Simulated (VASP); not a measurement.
# SiC: single point with HSE06

SiC:

```
Si C
1.0
     3.01385    0.00000    0.00000
    -1.50692    2.61007    0.00000
     0.00000    0.00000    4.94715
Si C
2 2
Direct
  0.33333 0.66667 0.99965
  0.66667 0.33333 0.49965
  0.33333 0.66667 0.37535
  0.66667 0.33333 0.87535
```

This cell differs from its parent crystal: strain -2.0%.

| Property | Result |
| --- | --- |
| Program | VASP 6.6.1 |
| Task | single point |
| Functional | HSE06 |
| Potentials or basis | VASP PAW PBE potentials, release 64 (Si, C) |
| Cutoff | 520 eV |
| k mesh | 6 × 6 × 4 |
| Occupations | gaussian, width 0.01 eV |
| Spin | no spin polarisation |

The pressure is 13.9 GPa and the largest force is 0.020 eV/Å. The band gap on the k mesh is 3.06 eV, indirect (least direct gap 5.21 eV).

Forces in eV/Å, atoms in the order of the input:
```
Si   0.000  0.000 -0.020
Si   0.000  0.000 -0.020
C    0.000  0.000  0.020
C    0.000  0.000  0.020
```

Stress tensor (GPa, compression positive):
```
14.19  0.00  0.00
 0.00 14.19  0.00
 0.00  0.00 13.39
```

Levels at points of the mesh, in eV from the valence-band top:
```tsv
k point	band 4	band 5	band 6	band 7	band 8	band 9	band 10	band 11	band 12	band 13
(0.00, 0.00, 0.00)	-1.49	-1.49	-0.12	0.00	0.00	6.54	8.15	8.29	8.29	9.64
(0.50, 0.00, 0.00)	-7.08	-6.17	-3.79	-3.70	-1.34	3.87	5.33	8.61	8.63	12.12
(0.00, 0.00, 0.50)	-5.00	-0.81	-0.81	-0.81	-0.81	7.68	7.68	8.98	8.98	8.98
(0.50, 0.00, 0.50)	-9.36	-2.78	-2.78	-2.62	-2.62	4.43	4.43	6.67	6.67	12.35
```

Wall time 16 min on 1 thread of Intel(R) Xeon(R) Platinum 8488C (Sapphire Rapids) (shared host), peak memory 0.26 GiB.

Caveat: the cell differs from its parent crystal (strain -2.0%); the PAW data sets were made with another functional, which shifts forces and pressure a little. A k mesh can miss the band edges.
